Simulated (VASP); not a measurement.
Input of a VASP 6.6.1 run:

The input INCAR:

```
ALGO = Normal
EDIFF = 1E-6
ENCUT = 600
GGA = PE
GGA_COMPAT = F
ISIF = 2
ISMEAR = 0
LASPH = T
LCHARG = T
LELF = T
LREAL = F
LVHAR = T
LWAVE = F
NBANDS = 11
NELM = 120
PREC = Accurate
SIGMA = 0.02
```

Contents of KPOINTS:

```
k-points
0
Gamma
  12 12 12
```

POSCAR

```
C
1.0
    0.0000000000      1.7857584673      1.7857584673
    1.7857584673      0.0000000000      1.7857584673
    1.7857584673      1.7857584673      0.0000000000
C
2
Direct
    0.0000000000      0.0000000000      0.0000000000
    0.2500000000      0.2500000000      0.2500000000
```

Potentials or basis: VASP PAW PBE potentials, release 64 (C).

Launch:

```bash
$ cat potpaw_PBE.64/C/POTCAR > POTCAR
$ mpirun -np 1 vasp_std > vasp.out
```

Q: Estimate the pressure.

A: 0.0 GPa.

Q: Predict the band gap on the k mesh.

A: 4.14 eV, indirect (least direct gap 5.58 eV).

A k mesh can miss the band edges. PBE gaps usually lie below the measured ones, often by a third to a half.
